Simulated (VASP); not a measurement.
As, 2 atoms in the cell. It takes space group R-3m (No. 166, trigonal). Conventional cell: a = 3.811 Å, b = 3.811 Å, c = 10.681 Å, α = 90.00°, β = 90.00°, γ = 120.00°. Within 3.4 Å of As (site symmetry 3m) lie 6 As at 2.54 to 3.18 Å. 

| Quantity | Value |
| --- | --- |
| Program | VASP 6.6.1 |
| Task | single point |
| Functional | LDA |
| Potentials or basis | VASP PAW LDA potentials, release 64 (As_d) |
| Cutoff | 600 eV |
| k mesh | 9 × 9 × 9 |
| Occupations | fermi-dirac, width 0.05 eV |
| Spin | no spin polarisation |
| Dipole correction | no |
| Second run | valence_matched |
| Further INCAR settings | ALGO = Normal; EDIFF = 1e-06; NBANDS = 22 |

Potentials or basis: VASP PAW LDA potentials, release 64 (As_d).

Launch:

```bash
$ cat potpaw_LDA.64/As_d/POTCAR > POTCAR
$ mpirun -np 1 vasp_std > vasp.out
```

Hardware: 1 thread of AMD EPYC 7R13 Processor (Zen 3) (shared host).

Problem. How long does it take, and how much memory?

Solution. Run time: 74 s on 1 thread of AMD EPYC 7R13 Processor (Zen 3) (shared host), peak memory 0.19 GiB. Counts: scf iterations 10, k points 85.
